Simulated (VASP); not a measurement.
Crystal: ZnSe (Stilleite).

```
Se Zn
1.0
     0.00000    2.77595    2.77595
     2.77595    0.00000    2.77595
     2.77595    2.77595    0.00000
Se Zn
1 1
Direct
  0.75000 0.75000 0.75000
  0.00000 0.00000 0.00000
```

Base run:

```yaml
Program: VASP 6.6.1
Functional: PBE
Potentials_or_basis: VASP PAW PBE potentials, release 64 (Se, Zn)
Cutoff: 520 eV
k_mesh: 8 × 8 × 8
Occupations: fermi-dirac, width 0.05 eV
Spin: no spin polarisation
```

Its results: band gap on the k mesh 1.55 eV, direct; pressure 7.1 GPa.

Q: The run is repeated on the same cell with these changes: functional from PBE to PBEsol. What comes out?

A: Band gap on the k mesh 1.42 eV, direct; pressure 3.5 GPa.

PBEsol binds more tightly than PBE, so the same cell stands under less pressure.

Caveats: the PAW data sets were made with another functional, which shifts forces and pressure a little (some runs).

